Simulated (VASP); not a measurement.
# Mo12S in VASP: single point with PBE

Aim: the single point of Mo12S with PBE.

All numbers are computed with VASP 6.6.1; they aren't measurements. Logs are shortened: lines on timing, memory, paths and dates and some standing lists are left out, and cuts for length are marked.

**1. The cell of the first run**

The cell holds a slab with vacuum, 13 atoms: a = 5.474 Å, b = 5.474 Å, c = 19.808 Å, α = 90.00°, β = 90.00°, γ = 109.47°.

**2. Single point, PBE**

Contents of INCAR:

```
  PREC = Accurate
  ENCUT = 520
  EDIFF = 1E-7
  ISMEAR = 0
  SIGMA = 0.1
  LREAL = F
  LASPH = T
  NELM = 100
  ALGO = Normal
  ISIF = 2
  LWAVE = F
  LCHARG = F
  LDIPOL = T
  IDIPOL = 3
  DIPOL = 0.5 0.5 0.327
  GGA = PE
  NBANDS = 99
```

Contents of KPOINTS:

```
regular mesh
0
Gamma
  5 5 1
```

Contents of POSCAR:

```
Mo12S
1.0
    5.4740909335      0.0000000000      0.0000000000
   -1.8246969778      5.1610224265      0.0000000000
    0.0000000000      0.0000000000     19.8082441086
Mo S
12 1
Direct
    0.2500000000      0.2500000000      0.2019361221
    0.2500000000      0.7500000000      0.2019361221
    0.7500000000      0.2500000000      0.2019361221
    0.7500000000      0.7500000000      0.2019361221
    0.0000000000      0.0000000000      0.3106875862
    0.0000000000      0.5000000000      0.3106875862
    0.5000000000      0.0000000000      0.3106875862
    0.5000000000      0.5000000000      0.3106875862
    0.2500000000      0.2500000000      0.4194336491
    0.2500000000      0.7500000000      0.4194336491
    0.7500000000      0.2500000000      0.4194336491
    0.7500000000      0.7500000000      0.4194336491
    0.4166666667      0.4166666667      0.5170502403
```

Potentials or basis: VASP PAW PBE potentials, release 64 (Mo_sv, S).

Run with:

```bash
$ cat potpaw_PBE.64/Mo_sv/POTCAR potpaw_PBE.64/S/POTCAR > POTCAR
$ mpirun -np 1 vasp_std > vasp.out
```

OUTCAR:

```text
PREC = Accurate
   ENCUT = 520
   EDIFF = 1E-7
   ISMEAR = 0
   LREAL = F
   LASPH = T
   NELM = 100
   ISIF = 2
   GGA = PE

 ion  position               nearest neighbor table
   1  0.250  0.250  0.202-   5 2.67   8 2.67   2 2.74   2 2.74   3 2.74   3 2.74   7 3.10   6 3.10
                             4 3.16   4 3.16
   2  0.250  0.750  0.202-   6 2.67   7 2.67   1 2.74   1 2.74   4 2.74   4 2.74   5 3.10   8 3.10
                             3 3.16   3 3.16
   3  0.750  0.250  0.202-   6 2.67   7 2.67   4 2.74   4 2.74   1 2.74   1 2.74   5 3.10   8 3.10
                             2 3.16   2 3.16
   4  0.750  0.750  0.202-   5 2.67   8 2.67   3 2.74   3 2.74   2 2.74   2 2.74   7 3.10   6 3.10
                             1 3.16   1 3.16
   5  0.000  0.000  0.311-   9 2.67  12 2.67   1 2.67   4 2.67   6 2.74   6 2.74   7 2.74   7 2.74
                            11 3.10  10 3.10   3 3.10   2 3.10   8 3.16   8 3.16
   6  0.000  0.500  0.311-  10 2.67  11 2.67   2 2.67   3 2.67   5 2.74   5 2.74   8 2.74   8 2.74
                             9 3.10  12 3.10   1 3.10   4 3.10   7 3.16   7 3.16
   7  0.500  0.000  0.311-  10 2.67  11 2.67   2 2.67   3 2.67   8 2.74   8 2.74   5 2.74   5 2.74
                             9 3.10  12 3.10   1 3.10   4 3.10   6 3.16   6 3.16
   8  0.500  0.500  0.311-   9 2.67  12 2.67   1 2.67   4 2.67   7 2.74   7 2.74   6 2.74   6 2.74
                            11 3.10  10 3.10   3 3.10   2 3.10   5 3.16   5 3.16
   9  0.250  0.250  0.419-  13 2.20   8 2.67   5 2.67  10 2.74  10 2.74  11 2.74  11 2.74   6 3.10
                             7 3.10  12 3.16  12 3.16
  10  0.250  0.750  0.419-   6 2.67   7 2.67   9 2.74   9 2.74  12 2.74  12 2.74  13 3.00   8 3.10
                             5 3.10  11 3.16  11 3.16
  11  0.750  0.250  0.419-   6 2.67   7 2.67  12 2.74  12 2.74   9 2.74   9 2.74  13 3.00   8 3.10
                             5 3.10  10 3.16  10 3.16
  12  0.750  0.750  0.419-   5 2.67   8 2.67  11 2.74  11 2.74  10 2.74  10 2.74  13 2.86   6 3.10
                             7 3.10   9 3.16   9 3.16
  13  0.417  0.417  0.517-   9 2.20  12 2.86  10 3.00  11 3.00

  LATTYP: Found a base centered orthorhombic cell.
 ALAT       =     6.3209357480
 B/A-ratio  =     1.4142135624
 C/A-ratio  =     3.1337518523

  Lattice vectors:

 A1 = (   5.4740909335,   0.0000000000,   0.0000000000)
 A2 = (  -1.8246969778,   5.1610224265,   0.0000000000)
 A3 = (   0.0000000000,   0.0000000000,  19.8082441086)

Analysis of symmetry for initial positions (statically):
=====================================================================
 Subroutine PRICEL returns:
 Original cell was already a primitive cell.

 Routine SETGRP: Setting up the symmetry group for a
 base centered orthorhombic supercell.

 Subroutine GETGRP returns: Found  2 space group operations
 (whereof  2 operations were pure point group operations)
 out of a pool of  8 trial point group operations.

The static configuration has the point symmetry C_1h.

Analysis of symmetry for dynamics (positions and initial velocities):
=====================================================================
 Subroutine PRICEL returns:
 Original cell was already a primitive cell.

 Routine SETGRP: Setting up the symmetry group for a
 base centered orthorhombic supercell.

 Subroutine GETGRP returns: Found  2 space group operations
 (whereof  2 operations were pure point group operations)
 out of a pool of  8 trial point group operations.

The dynamic configuration has the point symmetry C_1h.

 Subroutine INISYM returns: Found  2 space group operations
 (whereof  2 operations are pure point group operations),
 and found     1 'primitive' translations

----------------------------------------------------------------------------------------

                                     Primitive cell

  volume of cell :     559.6207

  direct lattice vectors                    reciprocal lattice vectors
     5.474090934  0.000000000  0.000000000     0.182678734  0.064586686  0.000000000
    -1.824696978  5.161022426  0.000000000     0.000000000  0.193760057  0.000000000
     0.000000000  0.000000000 19.808244109     0.000000000  0.000000000  0.050484031

  length of vectors
     5.474090934  5.474090933 19.808244109     0.193760057  0.193760057  0.050484031

  position of ions in fractional coordinates (direct lattice)
     0.250000000  0.250000000  0.201936122
     0.250000000  0.750000000  0.201936122
[... 51 lines left out ...]

 Found      9 irreducible k-points:

 Following reciprocal coordinates:
            Coordinates               Weight
  0.000000  0.000000  0.000000      1.000000
  0.200000 -0.000000  0.000000      4.000000
  0.400000  0.000000  0.000000      4.000000
  0.200000  0.200000  0.000000      2.000000
  0.400000  0.200000  0.000000      4.000000
 -0.400000  0.200000  0.000000      4.000000
 -0.200000  0.200000  0.000000      2.000000
  0.400000  0.400000  0.000000      2.000000
 -0.400000  0.400000  0.000000      2.000000
   k-points           NKPTS =      9   k-points in BZ     NKDIM =      9   number of bands    NBANDS=     99
   number of dos      NEDOS =    301   number of ions     NIONS =     13
   total plane-waves  NPLWV = 264600
   dimension x,y,z NGX =    42 NGY =   42 NGZ =  150
   dimension x,y,z NGXF=    84 NGYF=   84 NGZF=  300
   ions per type =              12   1
   NGX,Y,Z   is equivalent  to a cutoff of  12.76, 12.76, 12.59 a.u.
   NGXF,Y,Z  is equivalent  to a cutoff of  25.51, 25.51, 25.18 a.u.
 SYSTEM =  unknown system
   PREC   = accura    normal or accurate (medium, high low for compatibility)
   ISTART =      0    job   : 0-new  1-cont  2-samecut
   ICHARG =      2    charge: 1-file 2-atom 10-const
   ISPIN  =      1    spin polarized calculation?
   LNONCOLLINEAR =      F non collinear calculations
   LSORBIT =      F    spin-orbit coupling
   LASPH  =      T    aspherical Exc in radial PAW
   ENCUT  =  520.0 eV  38.22 Ry    6.18 a.u.  10.18 10.18 36.83*2*pi/ulx,y,z
   NELM   =    100;   NELMIN=  2; NELMDL= -5     # of ELM steps
   EDIFF  = 0.1E-06   stopping-criterion for ELM
   LREAL  =      F    real-space projection
   EDIFFG = 0.1E-05   stopping-criterion for IOM
   NSW    =      0    number of steps for IOM
   IBRION =     -1    ionic relax: 0-MD 1-quasi-New 2-CG
   NFREE  =      0    steps in history (QN), initial steepest desc. (CG)
   ISIF   =      2    stress and relaxation
   ISYM   =      2    0-nonsym 1-usesym 2-fastsym
   POTIM  = 0.5000    time-step for ionic-motion
   TEBEG  =    0.0;   TEEND  =   0.0 temperature during run
   PSTRESS=    0.0 pullay stress
   NELECT =     174.0000    total number of electrons
   NUPDOWN=      -1.0000    fix difference up-down
   EMIN   =  10.00;   EMAX   =-10.00  energy-range for DOS
   EFERMI =   0.00;   METHOD = LEGACY
   ISMEAR =     0;   SIGMA  =   0.10  broadening in eV -4-tet -1-fermi 0-gaus
   EFERMI_NEDOS =   21; number of points for ismear=-14 and -15
   IALGO  =     38    algorithm
   IMIX   =      4    mixing-type and parameters
     AMIX     =   0.40;   BMIX     =  1.00
     AMIX_MAG =   1.60;   BMIX_MAG =  1.00
  volume/ion in A,a.u.               =      43.05       290.50
  Fermi-wavevector in a.u.,A,eV,Ry     =   1.109073  2.095843 16.735740  1.230042
  Thomas-Fermi vector in A             =   2.245608
   LORBIT       =      0    0 simple, 1 ext, 2 COOP (PROOUT), +10 PAW based schemes
   GGA     = PE    functional components
   LHFCALC =     F    Hartree Fock is set to
   AEXX    =    0.0000 exact exchange contribution
   IVDW    =     0    specifies the selected vdW correction
   LEPSILON=     F    determine dielectric tensor
   LRPA    =     F    only Hartree local field effects (RPA)
 non-spin polarized calculation
 Gauss-broadening in eV      SIGMA  =   0.10
  energy-cutoff  :      520.00
  volume of cell :      559.62
 maximum number of plane-waves:     15102
 NGX is ok and might be reduce to    42
   NGX = 21   NGY = 21   NGZ = 73

 dipolmoment           0.000000      0.000000     -0.013097 electrons x Angstroem

 number of electron     173.9999988 magnetization

 dipolmoment           0.000000      0.000000      0.056922 electrons x Angstroem

 Free energy of the ion-electron system (eV)
  ---------------------------------------------------
  ext. energy  EPLUGINS =         0.00000000
  ---------------------------------------------------
  free energy    TOTEN  =      -127.56263034 eV

  energy without entropy =     -127.50516992  energy(sigma->0) =     -127.53390013

 E-fermi :   1.4540     XC(G=0):  -5.8138

 val. band max:        1.4407129869   @ k =   0.4000   0.2000   0.0000
 cond. band min:       1.4607167823   @ k =  -0.2000   0.2000   0.0000
 fundamental gap:      0.0200037953
 Fermi energy:         1.4539803113

 k-point     1 :       0.0000    0.0000    0.0000
  band No.  band energies     occupation
      1     -59.8153      2.00000
      2     -59.6230      2.00000
      3     -59.6223      2.00000
      4     -59.6189      2.00000
      5     -59.5659      2.00000
      6     -59.5592      2.00000
[... 907 lines left out ...]
     98       2.3099      0.00000
     99       2.3804      0.00000

------------------------ aborting loop because EDIFF is reached ----------------------------------------

 vacuum level on the upper side and lower side of the slab       (xc-potential included)         0.118        -0.258

  FORCE on cell =-STRESS in cart. coord.  units (eV):
  Direction    XX          YY          ZZ          XY          YZ          ZX
  --------------------------------------------------------------------------------------
  -------------------------------------------------------------------------------------
  Total       -9.5877419     -8.6002391      2.0193555      1.3965399      2.8887568      2.0426587
  in kB      -27.4494208    -24.6222294      5.7813548      3.9982524      8.2704249      5.8480714
  external PRESSURE =     -15.4300985 kB  Pullay stress =       0.0000000 kB

 VOLUME and BASIS-vectors are now :
 -----------------------------------------------------------------------------
  energy-cutoff  :      520.00
  volume of cell :      559.62
      direct lattice vectors                 reciprocal lattice vectors
     5.474090934  0.000000000  0.000000000     0.182678734  0.064586686  0.000000000
    -1.824696978  5.161022426  0.000000000     0.000000000  0.193760057  0.000000000
     0.000000000  0.000000000 19.808244109     0.000000000  0.000000000  0.050484031

 POSITION                                       TOTAL-FORCE (eV/Angst)
 -----------------------------------------------------------------------------------
      0.91235      1.29026      4.00000        -0.104341     -0.147560      0.128219
      0.00000      3.87077      4.00000        -0.080590      0.074063     -0.152705
      3.64939      1.29026      4.00000         0.096690     -0.051293     -0.152705
      2.73705      3.87077      4.00000         0.167269      0.236554      0.324127
      0.00000      0.00000      6.15418        -0.194346     -0.274846     -1.042159
     -0.91235      2.58051      6.15418         0.011428     -0.054486      0.095668
      2.73705      0.00000      6.15418        -0.055179     -0.007387      0.095668
      1.82470      2.58051      6.15418         0.067998      0.096163     -0.415444
      0.91235      1.29026      8.30824        -0.844684     -1.194563     -0.469579
      0.00000      3.87077      8.30824        -0.160675     -0.052038      0.529353
      3.64939      1.29026      8.30824         0.004497     -0.168832      0.529353
      2.73705      3.87077      8.30824         0.049105      0.069444      0.526302
      1.52058      2.15043     10.24186         1.042828      1.474782      0.003904
 -----------------------------------------------------------------------------------
    total drift:                               -0.000010     -0.000014      0.000686

  FREE ENERGIE OF THE ION-ELECTRON SYSTEM (eV)
  ---------------------------------------------------
  free  energy   TOTEN  =      -127.5626303398 eV

  energy  without entropy=     -127.5051699172  energy(sigma->0) =     -127.53390013

 vacuum level on the upper side and lower side of the slab         6.390         6.006
```

It took 18 min on 1 thread of Intel Xeon 6975P-C (Granite Rapids), shared host; peak memory 0.73 GiB.

Results:

| Property | Result |
| --- | --- |
| Free energy | -127.5626 eV |
| Largest force | 1.806 eV/Å |
| Band gap on the k mesh | zero (band 87 reaches 2.36 eV, above the bottom of band 88 at 0.90 eV) |

Forces on the atoms (eV/Å):
```
Mo  -0.104 -0.148  0.128
Mo  -0.081  0.074 -0.153
Mo   0.097 -0.051 -0.153
Mo   0.167  0.237  0.324
Mo  -0.194 -0.275 -1.042
Mo   0.011 -0.054  0.096
Mo  -0.055 -0.007  0.096
Mo   0.068  0.096 -0.415
Mo  -0.845 -1.195 -0.470
Mo  -0.161 -0.052  0.529
Mo   0.004 -0.169  0.529
Mo   0.049  0.069  0.526
S    1.043  1.475  0.004
```

Levels at points of the mesh, in eV from the Fermi level:
```tsv
k point	band 84	band 85	band 86	band 87	band 88	band 89	band 90	band 91
(0.00, 0.00, 0.00)	0.17	0.62	0.63	0.90	1.25	1.30	1.33	1.34
```
